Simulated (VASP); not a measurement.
# HfMo (P1) in VASP: single point with PBEsol

Aim: the single point of HfMo with PBEsol.

Everything below comes from runs of VASP 6.6.1. Logs are shortened: lines on timing, memory, paths and dates and some standing lists are left out, and cuts for length are marked.

**1. The cell of the first run**

The typed cell holds 2 atoms: a = 2.984 Å, b = 2.984 Å, c = 4.447 Å, α = 90.00°, β = 90.00°, γ = 111.89°.

**2. Single point, PBEsol**

INCAR reads:

```
  ALGO = Normal
  EDIFF = 1E-6
  ENCUT = 500
  GGA = PS
  GGA_COMPAT = F
  ISIF = 2
  ISMEAR = 1
  LASPH = T
  LCHARG = F
  LREAL = F
  LWAVE = F
  NBANDS = 19
  NELM = 120
  PREC = Accurate
  SIGMA = 0.1
```

KPOINTS reads:

```
k-points
0
Gamma
  16 16 10
```

POSCAR reads:

```
HfMo
1.0
    1.6712035000     -2.4724670000      0.0000000000
    1.6712035000      2.4724670000      0.0000000000
    0.0000000000      0.0000000000      4.4470110000
Hf Mo
1 1
Direct
   -0.0089450000     -0.0113060000      0.0022800000
    0.4941130000      0.4945280000      0.5141880000
```

Potentials or basis: VASP PAW PBE potentials, release 64 (Hf_pv, Mo_sv).

Run with:

```bash
$ cat potpaw_PBE.64/Hf_pv/POTCAR potpaw_PBE.64/Mo_sv/POTCAR > POTCAR
$ mpirun -np 1 vasp_std > vasp.out
```

OUTCAR:

```text
EDIFF = 1E-6
   ENCUT = 500
   GGA = PS
   ISIF = 2
   ISMEAR = 1
   LASPH = T
   LREAL = F
   NELM = 120
   PREC = Accurate

 ion  position               nearest neighbor table
   1  0.991  0.989  0.002-   2 2.73   2 2.75   2 2.82   2 2.83   2 3.28   2 3.30   2 3.36   2 3.37

   2  0.494  0.495  0.514-   1 2.73   1 2.75   1 2.82   1 2.83   1 3.28   1 3.30   1 3.36   1 3.37

  LATTYP: Found a base centered orthorhombic cell.
 ALAT       =     3.3424070000
 B/A-ratio  =     1.4794529810
 C/A-ratio  =     1.3304815960

  Lattice vectors:

 A1 = (   1.6712035000,  -2.4724670000,   0.0000000000)
 A2 = (   1.6712035000,   2.4724670000,   0.0000000000)
 A3 = (   0.0000000000,   0.0000000000,   4.4470110000)

Analysis of symmetry for initial positions (statically):
=====================================================================
 Subroutine PRICEL returns:
 Original cell was already a primitive cell.

 Routine SETGRP: Setting up the symmetry group for a
 base centered orthorhombic supercell.

 Subroutine GETGRP returns: Found  1 space group operations
 (whereof  1 operations were pure point group operations)
 out of a pool of  8 trial point group operations.

The static configuration has the point symmetry C_1 .

Analysis of symmetry for dynamics (positions and initial velocities):
=====================================================================
 Subroutine PRICEL returns:
 Original cell was already a primitive cell.

 Routine SETGRP: Setting up the symmetry group for a
 base centered orthorhombic supercell.

 Subroutine GETGRP returns: Found  1 space group operations
 (whereof  1 operations were pure point group operations)
 out of a pool of  8 trial point group operations.

The dynamic configuration has the point symmetry C_1 .

 Subroutine INISYM returns: Found  1 space group operations
 (whereof  1 operations are pure point group operations),
 and found     1 'primitive' translations

----------------------------------------------------------------------------------------

                                     Primitive cell

  volume of cell :      36.7501

  direct lattice vectors                    reciprocal lattice vectors
     1.671203500 -2.472467000  0.000000000     0.299185587 -0.202227168  0.000000000
     1.671203500  2.472467000  0.000000000     0.299185587  0.202227168  0.000000000
     0.000000000  0.000000000  4.447011000     0.000000000  0.000000000  0.224870143

  length of vectors
     2.984294591  2.984294591  4.447011000     0.361120261  0.361120261  0.224870143

  position of ions in fractional coordinates (direct lattice)
     0.991055000  0.988694000  0.002280000
     0.494113000  0.494528000  0.514188000

  ion indices of the primitive-cell ions
   primitive index   ion index
                 1           1
                 2           2

----------------------------------------------------------------------------------------

 KPOINTS: k-points

Automatic generation of k-mesh.
 Grid dimensions read from file:
 generate k-points for:   16   16   10

 Generating k-lattice:

  Cartesian coordinates                     Fractional coordinates (reciprocal lattice)
     0.018699099 -0.012639198  0.000000000     0.062500000  0.000000000  0.000000000
     0.018699099  0.012639198  0.000000000     0.000000000  0.062500000  0.000000000
     0.000000000  0.000000000  0.022487014     0.000000000  0.000000000  0.100000000

  Length of vectors
     0.022570016  0.022570016  0.022487014

  Shift w.r.t. Gamma in fractional coordinates (k-lattice)
     0.000000000  0.000000000  0.000000000

 Subroutine IBZKPT returns following result:
 ===========================================

 Found   1284 irreducible k-points:

 Following reciprocal coordinates:
            Coordinates               Weight
  0.000000  0.000000  0.000000      1.000000
  0.062500  0.000000  0.000000      2.000000
  0.000000  0.062500  0.000000      2.000000
  0.125000  0.000000  0.000000      2.000000
  0.000000  0.125000  0.000000      2.000000
  0.187500  0.000000  0.000000      2.000000
[... 16 lines left out ...]
  0.250000  0.062500  0.000000      2.000000
  0.062500  0.250000  0.000000      2.000000
 [... further k-points ...]
   k-points           NKPTS =   1284   k-points in BZ     NKDIM =   1284   number of bands    NBANDS=     19
   number of dos      NEDOS =    301   number of ions     NIONS =      2
   total plane-waves  NPLWV =  18432
   dimension x,y,z NGX =    24 NGY =   24 NGZ =   32
   dimension x,y,z NGXF=    48 NGYF=   48 NGZF=   64
   ions per type =               1   1
   NGX,Y,Z   is equivalent  to a cutoff of  13.37, 13.37, 11.96 a.u.
   NGXF,Y,Z  is equivalent  to a cutoff of  26.74, 26.74, 23.93 a.u.
 SYSTEM =  unknown system
   PREC   = accura    normal or accurate (medium, high low for compatibility)
   ISTART =      0    job   : 0-new  1-cont  2-samecut
   ICHARG =      2    charge: 1-file 2-atom 10-const
   ISPIN  =      1    spin polarized calculation?
   LNONCOLLINEAR =      F non collinear calculations
   LSORBIT =      F    spin-orbit coupling
   LASPH  =      T    aspherical Exc in radial PAW
   ENCUT  =  500.0 eV  36.75 Ry    6.06 a.u.   5.44  5.44  8.11*2*pi/ulx,y,z
   NELM   =    120;   NELMIN=  2; NELMDL= -5     # of ELM steps
   EDIFF  = 0.1E-05   stopping-criterion for ELM
   LREAL  =      F    real-space projection
   EDIFFG = 0.1E-04   stopping-criterion for IOM
   NSW    =      0    number of steps for IOM
   IBRION =     -1    ionic relax: 0-MD 1-quasi-New 2-CG
   NFREE  =      0    steps in history (QN), initial steepest desc. (CG)
   ISIF   =      2    stress and relaxation
   ISYM   =      2    0-nonsym 1-usesym 2-fastsym
   POTIM  = 0.5000    time-step for ionic-motion
   TEBEG  =    0.0;   TEEND  =   0.0 temperature during run
   PSTRESS=    0.0 pullay stress
   NELECT =      24.0000    total number of electrons
   NUPDOWN=      -1.0000    fix difference up-down
   EMIN   =  10.00;   EMAX   =-10.00  energy-range for DOS
   EFERMI =   0.00;   METHOD = LEGACY
   ISMEAR =     1;   SIGMA  =   0.10  broadening in eV -4-tet -1-fermi 0-gaus
   EFERMI_NEDOS =   21; number of points for ismear=-14 and -15
   IALGO  =     38    algorithm
   IMIX   =      4    mixing-type and parameters
     AMIX     =   0.40;   BMIX     =  1.00
     AMIX_MAG =   1.60;   BMIX_MAG =  1.00
  volume/ion in A,a.u.               =      18.38       124.00
  Fermi-wavevector in a.u.,A,eV,Ry     =   1.420341  2.684055 27.447958  2.017368
  Thomas-Fermi vector in A             =   2.541266
   LORBIT       =      0    0 simple, 1 ext, 2 COOP (PROOUT), +10 PAW based schemes
   GGA     = PS    functional components
   LHFCALC =     F    Hartree Fock is set to
   AEXX    =    0.0000 exact exchange contribution
   IVDW    =     0    specifies the selected vdW correction
   LEPSILON=     F    determine dielectric tensor
   LRPA    =     F    only Hartree local field effects (RPA)
 non-spin polarized calculation
 Methfessel and Paxton  Order N= 1 SIGMA  =   0.10
  energy-cutoff  :      500.00
  volume of cell :       36.75
 maximum number of plane-waves:       948
 NGX is ok and might be reduce to    24
   NGX = 11   NGY = 11   NGZ = 17

 number of electron      23.9999998 magnetization

 Free energy of the ion-electron system (eV)
  ---------------------------------------------------
  ext. energy  EPLUGINS =         0.00000000
  ---------------------------------------------------
  free energy    TOTEN  =       -22.10483442 eV

  energy without entropy =      -22.10554003  energy(sigma->0) =      -22.10506963

 E-fermi :   7.6619     XC(G=0): -12.4578

 val. band max:        7.6600949577   @ k =  -0.0625   0.0625   0.3000
 cond. band min:       7.6642939316   @ k =   0.1875   0.0000   0.4000
 fundamental gap:      0.0041989739
 Fermi energy:         7.6618856541

 k-point     1 :       0.0000    0.0000    0.0000
  band No.  band energies     occupation
      1     -52.5610      2.00000
      2     -26.7648      2.00000
      3     -26.4840      2.00000
      4     -26.4097      2.00000
      5     -22.0008      2.00000
      6     -21.7902      2.00000
[... 11 lines left out ...]
     18      13.0294      0.00000
     19      15.6232      0.00000

 k-point     2 :       0.0625    0.0000    0.0000
  band No.  band energies     occupation
      1     -52.5592      2.00000
      2     -26.7597      2.00000
      3     -26.4940      2.00000
      4     -26.4190      2.00000
      5     -22.0018      2.00000
      6     -21.8113      2.00000
[... 11 lines left out ...]
     18      13.0422      0.00000
     19      15.7621      0.00000

 k-point     3 :       0.0000    0.0625    0.0000
  band No.  band energies     occupation
      1     -52.5592      2.00000
      2     -26.7597      2.00000
      3     -26.4940      2.00000
      4     -26.4189      2.00000
      5     -22.0018      2.00000
      6     -21.8114      2.00000
[... 11 lines left out ...]
     18      13.0422      0.00000
     19      15.7620      0.00000

 k-point     4 :       0.1250    0.0000    0.0000
  band No.  band energies     occupation
      1     -52.5541      2.00000
      2     -26.7453      2.00000
      3     -26.5312      2.00000
      4     -26.4362      2.00000
      5     -22.0047      2.00000
      6     -21.8876      2.00000
[... 407 lines left out ...]
     18      12.9284      0.00000
     19      17.4696      0.00000

 k-point    23 :       0.2500    0.0625    0.0000
  band No.  band energies     occupation
      1     -52.5340      2.00000
      2     -26.6986      2.00000
      3     -26.6815      2.00000
      4     -26.4815      2.00000
      5     -22.2155      2.00000
      6     -22.0279      2.00000
[... 11 lines left out ...]
     18      13.1943      0.00000
     19      17.2288      0.00000

 k-point    24 :       0.0625    0.2500    0.0000
  band No.  band energies     occupation
      1     -52.5340      2.00000
      2     -26.6986      2.00000
      3     -26.6816      2.00000
      4     -26.4814      2.00000
      5     -22.2155      2.00000
      6     -22.0279      2.00000
[... 11 lines left out ...]
     18      13.1943      0.00000
     19      17.2291      0.00000

 [... further k-points ...]

------------------------ aborting loop because EDIFF is reached ----------------------------------------

  FORCE on cell =-STRESS in cart. coord.  units (eV):
  Direction    XX          YY          ZZ          XY          YZ          ZX
  --------------------------------------------------------------------------------------
  -------------------------------------------------------------------------------------
  Total       -1.3493718     -1.6107254     -1.3841943     -0.0007360      0.0004622      0.0127541
  in kB      -58.8280141    -70.2221385    -60.3461562     -0.0320888      0.0201488      0.5560372
  external PRESSURE =     -63.1321029 kB  Pullay stress =       0.0000000 kB

 VOLUME and BASIS-vectors are now :
 -----------------------------------------------------------------------------
  energy-cutoff  :      500.00
  volume of cell :       36.75
      direct lattice vectors                 reciprocal lattice vectors
     1.671203500 -2.472467000  0.000000000     0.299185587 -0.202227168  0.000000000
     1.671203500  2.472467000  0.000000000     0.299185587  0.202227168  0.000000000
     0.000000000  0.000000000  4.447011000     0.000000000  0.000000000  0.224870143

 POSITION                                       TOTAL-FORCE (eV/Angst)
 -----------------------------------------------------------------------------------
      3.30856     -0.00584      0.01014         0.095235      0.016106      0.325838
      1.65222      0.00103      2.28660        -0.095235     -0.016106     -0.325838
 -----------------------------------------------------------------------------------
    total drift:                               -0.000072     -0.000044      0.000171

  FREE ENERGIE OF THE ION-ELECTRON SYSTEM (eV)
  ---------------------------------------------------
  free  energy   TOTEN  =       -22.1048344219 eV

  energy  without entropy=      -22.1055400337  energy(sigma->0) =      -22.10506963
```

It took 3 min on 1 thread of Intel Xeon 6975P-C (Granite Rapids), shared host; peak memory 0.88 GiB.

Results:

```yaml
Free_energy: -22.1048 eV
Pressure: -6.3 GPa
Largest_force: 0.340 eV/Å
Band_gap_on_the_k_mesh: zero (bands 12 and 13 overlap by 2.69 eV)
```

Forces on the atoms (eV/Å):
```
Hf   0.095  0.016  0.326
Mo  -0.095 -0.016 -0.326
```

Stress tensor (GPa, compression positive):
```
-5.88  0.00  0.06
 0.00 -7.02  0.00
 0.06  0.00 -6.03
```

Levels at points of the mesh, in eV from the Fermi level:
```
           k point  band 8  band 9  band 10  band 11  band 12  band 13  band 14  band 15  band 16  band 17
(0.00, 0.00, 0.00)   -6.92   -3.91    -1.63    -0.46     0.04     1.56     1.89     2.51     2.84     4.68
(0.50, 0.00, 0.00)   -2.79   -2.69    -1.45    -0.99    -0.41     0.04     1.35     2.54     4.31     5.48
(0.00, 0.50, 0.00)   -2.79   -2.69    -1.45    -0.99    -0.41     0.04     1.35     2.54     4.31     5.47
(0.50, 0.50, 0.00)   -4.01   -3.73    -3.59    -1.91     1.11     3.50     3.78     4.90     5.86     7.22
(0.00, 0.00, 0.50)   -5.02   -4.11    -1.08    -0.41     0.59     1.03     1.20     1.40     1.68     3.62
(0.50, 0.00, 0.50)   -4.09   -3.76    -1.84    -1.39     1.77     1.95     2.31     2.54     4.66     5.66
(0.00, 0.50, 0.50)   -4.09   -3.76    -1.84    -1.39     1.77     1.95     2.31     2.54     4.67     5.66
(0.50, 0.50, 0.50)   -2.68   -2.28    -2.22    -1.55     0.05     0.74     2.10     2.90     3.56     7.24
```

Caveat: the cell stands under tension; the PAW data sets were made with another functional, which shifts forces and pressure a little; spin-orbit coupling is left out, which moves the levels of the heavy elements.
